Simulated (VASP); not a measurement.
PbSe: relaxation of cell and atoms with PBEsol

PbSe:

```
CELL_PARAMETERS angstrom
0.00000 3.10290 3.10290
3.10290 0.00000 3.10290
3.10290 3.10290 0.00000
ATOMIC_POSITIONS crystal
Pb 0.00000 0.00000 0.00000
Se 0.50000 0.50000 0.50000
```

- Program: VASP 6.6.1
- Task: relaxation of cell and atoms
- Functional: PBEsol
- Potentials or basis: VASP PAW PBE potentials, release 64 (Pb_d, Se)
- Cutoff: 600 eV
- k mesh: 5 × 5 × 5
- Occupations: fermi-dirac, width 0.1 eV
- Spin: no spin polarisation
- Dipole correction: no
- Further INCAR settings: ALGO = Normal; EDIFF = 1e-07; IBRION = 2; EDIFFG = -0.01; NSW = 60; ISIF = 3

```json
{
  "Relaxed volume": "28.32 Å³/atom",
  "Relaxed cell": "a = 4.311 Å, b = 4.311 Å, c = 4.311 Å, α = 60.00°, β = 60.00°, γ = 60.00°",
  "Space group after relaxing (to 0.1 Å)": "Fm-3m (No. 225)",
  "Energy gained by relaxing": "12.9 meV/atom",
  "Ionic steps": "3",
  "Pressure after relaxing": "0.0 GPa"
}
```

The path:
```tsv
step	energy change (eV)	largest force (eV/Å)	pressure (GPa)	volume (Å³)
1	0.0000	0.0000	-2.54	59.75
2	-0.0233	0.0000	0.88	55.75
3	-0.0258	0.0000	0.00	56.64
```

Final structure:
```yaml
crystal:
  lattice:
    - [0.00000, 3.04814, 3.04814]
    - [3.04814, 0.00000, 3.04814]
    - [3.04814, 3.04814, 0.00000]
  atoms:
    - { symbol: Pb, position: [0.00000, 0.00000, 0.00000] }
    - { symbol: Se, position: [0.50000, 0.50000, 0.50000] }
```

Levels at points of the mesh, in eV from the Fermi level:
```csv
k point,band 7,band 8,band 9,band 10,band 11,band 12,band 13,band 14
"(0.00, 0.00, 0.00)",-6.52,-2.14,-2.14,-2.14,4.50,4.50,4.50,6.22
```

It took 46 s on 1 thread of AMD EPYC 7R13 (shared host), peak memory 0.18 GiB.

Caveat: this odd mesh misses L, so gap, dielectric constants and Born charges aren't listed; the PAW data sets were made with another functional, which shifts forces and pressure a little; spin-orbit coupling is left out, which moves the levels of the heavy elements.
